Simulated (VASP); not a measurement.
Here is a VASP 6.6.1 calculation.

The input POSCAR:

```
CO2
1.0
    5.4422668343      0.0000000000      0.0000000000
    0.0000000000      5.4422668343      0.0000000000
    0.0000000000      0.0000000000      5.4422668343
C O
4 8
Direct
    0.0000000000      0.0000000000      0.0000000000
    0.5000000000      0.0000000000      0.5000000000
    0.5000000000      0.5000000000      0.0000000000
    0.0000000000      0.5000000000      0.5000000000
    0.1230864356      0.1230864356      0.1230864356
    0.3769135644      0.8769135644      0.6230864356
    0.6230864356      0.3769135644      0.8769135644
    0.8769135644      0.6230864356      0.3769135644
    0.8769135644      0.8769135644      0.8769135644
    0.6230864356      0.1230864356      0.3769135644
    0.3769135644      0.6230864356      0.1230864356
    0.1230864356      0.3769135644      0.6230864356
```

INCAR.step1

```
SYSTEM = CO2
  PREC = Accurate
  ENCUT = 520
  ISMEAR = -1
  SIGMA = 0.02
  LREAL = .False.
  LASPH = .True.
  NELM = 100
  NBANDS = 44
  GGA = PE
  ALGO = Normal
  EDIFF = 1E-4
  LWAVE = .True.
  LCHARG = .False.
```

Contents of INCAR.step2:

```
SYSTEM = CO2
  PREC = Accurate
  ENCUT = 520
  EDIFF = 1E-7
  ISMEAR = -1
  SIGMA = 0.02
  LREAL = .False.
  LASPH = .True.
  NELM = 100
  ALGO = Normal
  ISIF = 2
  LWAVE = .False.
  LCHARG = .False.
  METAGGA = R2SCAN
  LMIXTAU = .True.
  LUSE_VDW = .True.
  IVDW_NL = 2
  BPARAM = 11.95
  CPARAM = 0.0093
  NBANDS = 44
  ISTART = 1
```

KPOINTS

```
Automatic mesh
0
Gamma
  4 4 4
  0 0 0
```

Potentials or basis: VASP PAW PBE potentials, release 64 (C, O).

Run with:

```console
$ cat potpaw_PBE.64/C/POTCAR potpaw_PBE.64/O/POTCAR > POTCAR
$ cp INCAR.step1 INCAR
$ mpirun -np 1 vasp_std > vasp.out
$ cp INCAR.step2 INCAR
$ mpirun -np 1 vasp_std > vasp.out
```

**Question.** Predict the pressure.

**Answer.** 2.0 GPa.

**Question.** What does it give for the largest force?

**Answer.** 0.788 eV/Å.

**Question.** What does it give for the band gap on the k mesh?

**Answer.** 7.48 eV.

Forces on the atoms (eV/Å):
```
C    0.000  0.000  0.000
C    0.000  0.000  0.000
C    0.000  0.000  0.000
C    0.000  0.000  0.000
O    0.455  0.455  0.455
O   -0.455 -0.455  0.455
O    0.455 -0.455 -0.455
O   -0.455  0.455 -0.455
O   -0.455 -0.455 -0.455
O    0.455  0.455 -0.455
O   -0.455  0.455  0.455
O    0.455 -0.455  0.455
```

Caveat: the PAW data sets were made with another functional, which shifts forces and pressure a little. A k mesh can miss the band edges.
